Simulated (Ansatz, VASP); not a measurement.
## Al12H in VASP and in Ansatz

The input INCAR:

```
  PREC = Accurate
  ENCUT = 520
  EDIFF = 1E-6
  ISMEAR = 0
  SIGMA = 0.1
  LREAL = F
  LASPH = T
  NELM = 150
  ALGO = Normal
  ISIF = 2
  LWAVE = F
  LCHARG = F
  ISPIN = 2
  MAGMOM = 0 0 0 0 0 0 0 0 0 0 0 0 1
  LORBIT = 11
  LDIPOL = T
  IDIPOL = 3
  DIPOL = 0.5 0.5 0.301
  GGA = PE
  NBANDS = 34
```

File KPOINTS:

```
Automatic mesh
0
Gamma
  6 6 1
```

The input POSCAR:

```
Al12H
1.0
    5.7143028096      0.0000000000      0.0000000000
   -2.8571514048      4.9487313980      0.0000000000
    0.0000000000      0.0000000000     21.6016424764
Al H
12 1
Direct
    0.3333333333      0.1666666667      0.1851711047
    0.3333333333      0.6666666667      0.1851711047
    0.8333333333      0.1666666667      0.1851711047
    0.8333333333      0.6666666667      0.1851711047
    0.1666666667      0.3333333333      0.2916873740
    0.1666666667      0.8333333333      0.2916873740
    0.6666666667      0.3333333333      0.2916873740
    0.6666666667      0.8333333333      0.2916873740
    0.0000000000      0.0000000000      0.3981939098
    0.0000000000      0.5000000000      0.3981939098
    0.5000000000      0.0000000000      0.3981939098
    0.5000000000      0.5000000000      0.3981939098
    0.1666666667     -0.1666666667      0.4069895373
```

Input for Ansatz:

```yaml
crystal:
  lattice:
    - [5.7143028096, 0.0, 0.0]
    - [-2.8571514048, 4.948731398, 0.0]
    - [0.0, 0.0, 21.6016424764]
  atoms:
    - { symbol: Al, position: [0.3333333333, 0.1666666667, 0.1851711047] }
    - { symbol: Al, position: [0.3333333333, 0.6666666667, 0.1851711047] }
    - { symbol: Al, position: [0.8333333333, 0.1666666667, 0.1851711047] }
    - { symbol: Al, position: [0.8333333333, 0.6666666667, 0.1851711047] }
    - { symbol: Al, position: [0.1666666667, 0.3333333333, 0.291687374] }
    - { symbol: Al, position: [0.1666666667, 0.8333333333, 0.291687374] }
    - { symbol: Al, position: [0.6666666667, 0.3333333333, 0.291687374] }
    - { symbol: Al, position: [0.6666666667, 0.8333333333, 0.291687374] }
    - { symbol: Al, position: [0.0, 0.0, 0.3981939098] }
    - { symbol: Al, position: [0.0, 0.5, 0.3981939098] }
    - { symbol: Al, position: [0.5, 0.0, 0.3981939098] }
    - { symbol: Al, position: [0.5, 0.5, 0.3981939098] }
    - { symbol: H, position: [0.1666666667, -0.1666666667, 0.4069895373], spin: 1.0 }
basis:
  ecutwfc: 420
kpoints:
  mp_grid: { grid: [6, 6, 1] }
hamiltonian:
  xc: pbe
scf:
  occupations: { method: gaussian, width: 0.1 }
output:
  forces: true
  eigenvalues: true
  populations: true
magnetization:
  spin_polarized: true
efield:
  axis: 3
  dipole_correction: true
  ramp_width: 0.04
```

Alike in both runs: task single point; functional PBE; k mesh 6 × 6 × 1; occupations gaussian, width 0.1 eV; collinear spin.

|  | VASP | Ansatz |
| --- | --- | --- |
| version | VASP 6.6.1 | Ansatz 0.2.0 |
| potentials or method | VASP PAW PBE potentials, release 64 (Al, H), cutoff 520 eV | scalar-relativistic, plane waves, PAW |
| valence electrons in the cell | 37 | 37 |

```csv
,VASP,Ansatz,Ansatz less VASP
gap on the k mesh at the Fermi level (eV),none,none,-
rms of the force components (eV/Å),0.435,0.436,+0.0016
net moment per atom (μB),0.00,0.00,0.000
```

Atom by atom the forces differ by 0.002 eV/Å (rms over components). A gap of «none» marks a metal or a gap that the smearing closes. With one functional, cell and mesh, what is left measures potentials, basis and numerics. Ansatz's warnings: seeded moment not kept.
